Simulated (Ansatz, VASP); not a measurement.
# Cs in VASP and in Ansatz

```xyz
2
Lattice="0.0000 5.3792 5.3792 5.3792 0.0000 5.3792 5.3792 5.3792 0.0000" Properties=species:S:1:pos:R:3 pbc="T T T"
Cs    1.3448    1.3448    1.3448
Cs    9.4135    9.4135    9.4135
```

Alike in both runs: task single point; functional PBEsol; k mesh 6 × 6 × 6; occupations fermi-dirac, width 0.1 eV; no spin polarisation.

|  | VASP | Ansatz |
| --- | --- | --- |
| version | VASP 6.6.1 | Ansatz 0.2.0 |
| potentials or method | VASP PAW PBE potentials, release 64 (Cs_sv), cutoff 520 eV | plane waves (420 eV) with PAW, scalar-relativistic |
| valence electrons in the cell | 18 | 18 |

|  | VASP | Ansatz | Ansatz less VASP |
| --- | --- | --- | --- |
| pressure (GPa) | 0.1 | 0.1 | 0.00 |

VASP's potentials were made for PBE, not for PBEsol, and Ansatz warns of the same on its side. The functional is the same, so the differences come from potentials, cutoffs and numerics.

Neither program's run includes spin-orbit coupling.
